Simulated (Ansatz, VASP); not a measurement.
Si in VASP and in Ansatz

```
Si
1.0
     6.65089    6.65089    3.84477
    -9.97633    3.32544    1.92239
     3.32544   -9.97633    9.61193
Si
63
Cartesian
  -2.1748 -2.1500 9.6156
  -5.4593 1.1653 3.8322
  1.1905 1.1950 7.6848
  4.5641 4.5429 5.7380
  1.2468 -5.4879 11.5176
  4.5141 -2.0716 9.6016
  -2.1535 -2.1405 5.7559
  1.2048 1.2194 3.6020
  1.1568 -5.4213 7.7056
  -2.1534 4.5347 9.5990
  -2.1192 -2.1428 13.4567
  1.1851 1.1832 11.7735
  -5.4419 1.1502 7.7039
  -2.1623 4.4957 5.7424
  4.5056 -2.1576 13.4373
  -4.5270 2.1293 1.9229
  2.1591 -4.4797 9.6313
  5.4825 -1.1707 7.6948
  -1.1729 -1.1869 3.8626
  2.1171 2.1361 1.5139
  2.1004 -4.4879 5.7793
  -1.2065 5.4537 7.6774
  -1.2125 -1.1806 11.5419
  2.1176 2.1127 9.7284
  -4.5065 2.0960 5.7812
  -1.1657 5.4188 3.8580
  -4.5697 -4.5704 10.1030
  -1.2153 -1.1996 7.7045
  5.4417 -1.1633 11.5614
  2.1397 2.1465 5.6856
  5.5244 5.5275 3.8294
  2.1908 -8.7459 9.5953
  -4.5452 -2.1845 9.6708
  -1.1874 1.1882 7.6927
  -7.8419 1.1956 3.8131
  -1.1118 -5.4643 11.5347
  -4.5387 -2.1550 5.7804
  2.1713 4.5228 5.7502
  2.1298 -2.0934 9.6193
  5.4424 1.2053 7.6802
  -1.1735 1.1919 3.8084
  5.4703 -5.4675 11.4884
  -1.2360 -5.4440 7.7344
  2.1478 -2.1053 5.7546
  -1.1940 1.2085 11.5771
  -4.5539 4.4842 5.7434
  2.1257 -2.1757 13.4571
  -2.1871 -4.5299 9.6907
  1.1751 -1.1814 7.6850
  4.5197 2.1539 5.7443
  -2.1407 2.1074 1.8885
  4.5374 -4.4295 9.6166
  1.2072 -1.1646 3.8162
  -2.0971 8.8078 5.7348
  -2.1093 2.1505 9.6311
  1.1819 5.4348 7.6816
  -5.4707 5.4490 3.7974
  1.1779 -1.1896 11.5674
  -5.4929 -1.2422 7.7249
  -2.1207 2.1187 5.7568
  4.4968 2.1289 9.6342
  1.2080 5.4331 3.8303
  7.8284 -1.1558 11.5640
```

Alike in both runs: functional PBE; k mesh 1 × 1 × 1; occupations gaussian, width 0.05 eV; collinear spin.

Ansatz relaxed the structure, and its values are those at the end. VASP's run is a single point on that final structure, the one shown.

|  | VASP | Ansatz |
| --- | --- | --- |
| version | VASP 6.6.1 | Ansatz 0.2.0 |
| potentials or method | VASP PAW PBE potentials, release 64 (Si), cutoff 520 eV | scalar-relativistic, plane waves, PAW |
| valence electrons in the cell | 252 | 252 |

```tsv
	VASP	Ansatz	Ansatz less VASP
rms of the force components (eV/Å)	0.005	0.005	+0.0001
net moment per atom (μB)	0.03	0.03	0.000
```
